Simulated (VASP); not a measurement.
# AlCo3 (Pm-3m) in VASP: a series of runs, part 2 of 2

VASP 6.6.1.

## (4) Single point, PBEsol, collinear spin, zero start

This run uses another cell than the first one, of 11.42 Å³/atom.

The input, INCAR:

```
SYSTEM = AlCo3
PREC = Accurate
ENCUT = 520
EDIFF = 1E-6
ISMEAR = 0
SIGMA = 0.1
LREAL = .FALSE.
LASPH = .TRUE.
NELM = 150
ALGO = Fast
ISIF = 2
LWAVE = .FALSE.
LCHARG = .TRUE.
ISPIN = 2
MAGMOM = 0 0 0 0
LORBIT = 11
NUPDOWN = 0.0
LMAXMIX = 4
GGA = PS
LELF = .TRUE.
LVHAR = .TRUE.
NBANDS = 27
```

The input, KPOINTS:

```
Automatic mesh
0
G
  12 12 12
  0 0 0
```

The input, POSCAR:

```
AlCo3
1.0
    3.5749480000      0.0000000000      0.0000000000
    0.0000000000      3.5749480000      0.0000000000
    0.0000000000      0.0000000000      3.5749480000
Al Co
1 3
Direct
    0.0000000000      0.0000000000      0.0000000000
    0.5000000000      0.5000000000      0.0000000000
    0.5000000000      0.0000000000      0.5000000000
    0.0000000000      0.5000000000      0.5000000000
```

Potentials or basis: VASP PAW PBE potentials, release 64 (Al, Co).

On the command line:

```
> cat potpaw_PBE.64/Al/POTCAR potpaw_PBE.64/Co/POTCAR > POTCAR
> mpirun -np 1 vasp_std > vasp.out
```

OUTCAR:

```text
SYSTEM = AlCo3
   PREC = Accurate
   ENCUT = 520
   EDIFF = 1E-6
   ISMEAR = 0
   LREAL = .FALSE.
   LASPH = .TRUE.
   NELM = 150
   ISIF = 2
   ISPIN = 2
   LORBIT = 11
   NUPDOWN = 0.0
   GGA = PS

 ion  position               nearest neighbor table
   1  0.000  0.000  0.000-   2 2.53   3 2.53   4 2.53   3 2.53   4 2.53   2 2.53   4 2.53   4 2.53
                             2 2.53   3 2.53   3 2.53   2 2.53
   2  0.500  0.500  0.000-   1 2.53   3 2.53   4 2.53   3 2.53   4 2.53   1 2.53   3 2.53   3 2.53
                             1 2.53   4 2.53   4 2.53   1 2.53
   3  0.500  0.000  0.500-   1 2.53   2 2.53   4 2.53   1 2.53   2 2.53   2 2.53   4 2.53   2 2.53
                             1 2.53   4 2.53   1 2.53   4 2.53
   4  0.000  0.500  0.500-   1 2.53   2 2.53   3 2.53   1 2.53   2 2.53   1 2.53   3 2.53   1 2.53
                             2 2.53   3 2.53   2 2.53   3 2.53

  LATTYP: Found a simple cubic cell.
 ALAT       =     3.5749480000

  Lattice vectors:

 A1 = (   3.5749480000,   0.0000000000,   0.0000000000)
 A2 = (   0.0000000000,   3.5749480000,   0.0000000000)
 A3 = (   0.0000000000,   0.0000000000,   3.5749480000)

[... 1655 lines left out ...]
  --------------------------------------------------------------------------------------
  -------------------------------------------------------------------------------------
  Total       -3.9524260     -3.9524260     -3.9524260      0.0000000      0.0000000     -0.0000000
  in kB     -138.6006099   -138.6006099   -138.6006099      0.0000000      0.0000000     -0.0000000
  external PRESSURE =    -138.6006099 kB  Pullay stress =       0.0000000 kB

 VOLUME and BASIS-vectors are now :
 -----------------------------------------------------------------------------
  energy-cutoff  :      520.00
  volume of cell :       45.69
      direct lattice vectors                 reciprocal lattice vectors
     3.574948000  0.000000000  0.000000000     0.279724348  0.000000000  0.000000000
     0.000000000  3.574948000  0.000000000     0.000000000  0.279724348  0.000000000
     0.000000000  0.000000000  3.574948000     0.000000000  0.000000000  0.279724348

 POSITION                                       TOTAL-FORCE (eV/Angst)
 -----------------------------------------------------------------------------------
      0.00000      0.00000      0.00000         0.000000      0.000000      0.000000
      1.78747      1.78747      0.00000         0.000000      0.000000      0.000000
      1.78747      0.00000      1.78747         0.000000      0.000000      0.000000
      0.00000      1.78747      1.78747         0.000000      0.000000      0.000000
 -----------------------------------------------------------------------------------
    total drift:                                0.000000      0.000000      0.000000

  FREE ENERGIE OF THE ION-ELECTRON SYSTEM (eV)
  ---------------------------------------------------
  free  energy   TOTEN  =       -27.7947763802 eV

  energy  without entropy=      -27.7544649269  energy(sigma->0) =      -27.77462065

 total charge

# of ion       s       p       d       tot
------------------------------------------
    1        0.399   0.411   0.000   0.810
    2        0.470   0.493   7.345   8.307
    3        0.470   0.493   7.345   8.307
    4        0.470   0.493   7.345   8.307
--------------------------------------------------
tot          1.807   1.890  22.034  25.732

 magnetization (x)

# of ion       s       p       d       tot
------------------------------------------
    1        0.000   0.000   0.000   0.000
    2       -0.000  -0.000   0.000   0.000
    3       -0.000  -0.000   0.000   0.000
    4       -0.000  -0.000   0.000   0.000
--------------------------------------------------
tot         -0.000  -0.000   0.000   0.000
```

OSZICAR:

```text
N       E                     dE             d eps       ncg     rms          rms(c)
DAV:   1     0.175181039188E+03    0.17518E+03   -0.12401E+04  9168   0.134E+03
DAV:   2    -0.231294817065E+02   -0.19831E+03   -0.18280E+03  9102   0.272E+02
DAV:   3    -0.330983776341E+02   -0.99689E+01   -0.92405E+01 10133   0.797E+01
DAV:   4    -0.332891905160E+02   -0.19081E+00   -0.19048E+00 10804   0.102E+01
DAV:   5    -0.332971901969E+02   -0.79997E-02   -0.79990E-02 11711   0.182E+00    0.209E+01
RMM:   6    -0.334545726785E+02   -0.15738E+00   -0.42574E+01 10192   0.662E+01    0.201E+01
RMM:   7    -0.278910195192E+02    0.55636E+01   -0.11270E+01  9466   0.347E+01    0.338E+00
RMM:   8    -0.278160261747E+02    0.74993E-01   -0.64925E-02 10032   0.172E+00    0.106E+00
RMM:   9    -0.277999451222E+02    0.16081E-01   -0.25463E-02 10391   0.113E+00    0.693E-01
RMM:  10    -0.277945387519E+02    0.54064E-02   -0.13592E-02 11733   0.906E-01    0.197E-01
RMM:  11    -0.277947687550E+02   -0.23000E-03   -0.31697E-03 12039   0.385E-01    0.108E-01
RMM:  12    -0.277947380055E+02    0.30750E-04   -0.92048E-04 12416   0.217E-01    0.573E-02
RMM:  13    -0.277947705393E+02   -0.32534E-04   -0.42173E-04 13027   0.115E-01    0.793E-03
RMM:  14    -0.277947754551E+02   -0.49158E-05   -0.49111E-05 13105   0.332E-02    0.606E-03
RMM:  15    -0.277947763802E+02   -0.92504E-06   -0.63703E-06  9003   0.131E-02
   1 F= -.27794776E+02 E0= -.27774621E+02  d E =-.403115E-01  mag=    -0.0000
```

It took 92 s on 1 thread of Intel Xeon 6975P-C (Granite Rapids), shared host; peak memory 0.27 GiB.

What came out:

| Item | Value |
| --- | --- |
| Free energy | -27.7948 eV |
| Pressure | -13.9 GPa |
| Net moment | 0.00 μB per cell |
| Valence electrons inside the program's atomic spheres | Al 0.81; Co 8.31 |

Caveat: the cell stands under tension; the PAW data sets were made with another functional, which shifts forces and pressure a little; the total moment is fixed, so each spin has its own Fermi level.

## (5) Single point, PBEsol, collinear spin, ferromagnetic start

This run uses another cell than the first one, of 9.14 Å³/atom.

The input, INCAR:

```
SYSTEM = AlCo3
PREC = Accurate
ENCUT = 520
EDIFF = 1E-6
ISMEAR = 0
SIGMA = 0.1
LREAL = .False.
LASPH = .True.
NELM = 150
ALGO = Fast
ISIF = 2
LWAVE = .False.
LCHARG = .False.
ISPIN = 2
MAGMOM = 0 3 3 3
LORBIT = 11
LMAXMIX = 4
GGA = PS
NBANDS = 27
```

The input, KPOINTS:

```
regular mesh
0
Gamma
  12 12 12
  0 0 0
```

The input, POSCAR:

```
AlCo3
1.0
    3.3186877435      0.0000000000      0.0000000000
    0.0000000000      3.3186877435      0.0000000000
    0.0000000000      0.0000000000      3.3186877435
Al Co
1 3
Direct
    0.0000000000      0.0000000000      0.0000000000
    0.5000000000      0.5000000000      0.0000000000
    0.5000000000      0.0000000000      0.5000000000
    0.0000000000      0.5000000000      0.5000000000
```

On the command line:

```
> cat potpaw_PBE.64/Al/POTCAR potpaw_PBE.64/Co/POTCAR > POTCAR
> mpirun -np 1 vasp_std > vasp.out
```

It took 1.8 min on 1 thread of Intel Xeon 6975P-C (Granite Rapids), shared host; peak memory 0.25 GiB.

Results (log left out):

| Quantity | Value |
| --- | --- |
| Free energy | -27.1545 eV |
| Pressure | 49.3 GPa |
| Net moment | 0.92 μB per cell |
| Site moments | Al -0.01; Co +0.30 μB |
| Valence electrons inside the program's atomic spheres | Al 0.96; Co 8.82 |

Levels at points of the mesh, in eV from the Fermi level:
Spin up:
```csv
k point,band 13,band 14,band 15,band 16,band 17,band 18,band 19,band 20
"(0.00, 0.00, 0.00)",0.56,0.89,0.89,0.89,1.25,1.25,1.25,8.66
"(0.50, 0.00, 0.00)",-0.95,-0.95,-0.75,-0.05,0.89,6.90,6.90,7.29
"(0.50, 0.50, 0.00)",-1.28,-1.12,-0.56,-0.55,-0.16,2.08,2.08,9.80
"(0.50, 0.50, 0.50)",-1.38,-0.73,-0.73,-0.23,0.59,0.59,0.59,5.68
```
Spin down:
| k point | band 12 | band 13 | band 14 | band 15 | band 16 | band 17 | band 18 | band 19 |
| --- | --- | --- | --- | --- | --- | --- | --- | --- |
| (0.00, 0.00, 0.00) | 0.31 | 0.89 | 1.15 | 1.15 | 1.15 | 1.27 | 1.27 | 1.27 |
| (0.50, 0.00, 0.00) | -0.75 | -0.69 | -0.69 | -0.41 | 0.41 | 1.15 | 6.99 | 6.99 |
| (0.50, 0.50, 0.00) | -0.90 | -0.90 | -0.79 | -0.32 | -0.26 | 0.04 | 2.35 | 2.35 |
| (0.50, 0.50, 0.50) | -0.92 | -0.92 | -0.45 | -0.45 | -0.16 | 0.88 | 0.88 | 0.88 |

Caveat: the cell stands under pressure; the PAW data sets were made with another functional, which shifts forces and pressure a little.

## (6) Overview

```tsv
spin	fixed moment (μB)	cell	gap on the mesh (eV)	pressure (GPa)	moment (μB)
off	-	a = 3.690 Å, 4 atoms	none	-26.1	-
off	-	a = 3.778 Å, 4 atoms	none	-31.6	-
collinear, zero start	0.0	a = 3.575 Å, 4 atoms	-	-13.9	0.00
collinear, ferromagnetic start	-	a = 3.319 Å, 4 atoms	none	49.3	0.92
```

Alike in all rows: task single point; level PBEsol; potentials or basis VASP PAW PBE potentials, release 64 (Al, Co); k mesh 12 × 12 × 12; cutoff (eV) 520; smearing gaussian 0.1 eV.

Caveats: the PAW data sets were made with another functional, which shifts forces and pressure a little; the cell stands under tension (at least some runs); the total moment is fixed, so each spin has its own Fermi level (at least some runs); the cell stands under pressure (at least some runs).

Total energies depend on the potentials used, so only differences within one code and one set of settings carry meaning.
